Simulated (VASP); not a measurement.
Wanted: the native input for a VASP 6.6.1 run.

```
Task                   : single point
Functional             : PBE
Potentials or basis    : VASP PAW PBE potentials, release 64 (Zn, O)
Cutoff                 : 600 eV
k mesh                 : 12 × 12 × 8
Occupations            : gaussian, width 0.05 eV
Spin                   : no spin polarisation
Dipole correction      : no
Further INCAR settings : ALGO = Normal; EDIFF = 1e-06; NBANDS = 26
```

The structure of ZnO lies in POSCAR:

```
ZnO
1.0
    3.2794401034      0.0000000000      0.0000000000
   -1.6397200517      2.8400784397      0.0000000000
    0.0000000000      0.0000000000      5.2934578245
Zn O
2 2
Direct
    0.3333333333      0.6666666667      0.0015089686
    0.6666666667      0.3333333333      0.5015089686
    0.3333333333      0.6666666667      0.3805910314
    0.6666666667      0.3333333333      0.8805910314
```

These files were run (other wordings do the same):

INCAR

```
PREC = Accurate
ENCUT = 600
EDIFF = 1E-6
ISMEAR = 0
SIGMA = 0.05
LREAL = F
LASPH = T
NELM = 120
ALGO = Normal
ISIF = 2
LWAVE = F
LCHARG = F
GGA = PE
NBANDS = 26
GGA_COMPAT = F
```

KPOINTS

```
Automatic mesh
0
Gamma
  12 12 8
```

Potentials or basis: VASP PAW PBE potentials, release 64 (Zn, O).

The run is started by

```console
$ cat potpaw_PBE.64/Zn/POTCAR potpaw_PBE.64/O/POTCAR > POTCAR
$ mpirun -np 1 vasp_std > vasp.out
```

Results of the run:

| Quantity | Value |
| --- | --- |
| Pressure | 0.7 GPa |
| Band gap on the k mesh | 0.73 eV |

Run time: 3.4 min on 1 thread of Intel Xeon 8259CL (shared host), peak memory 0.26 GiB.
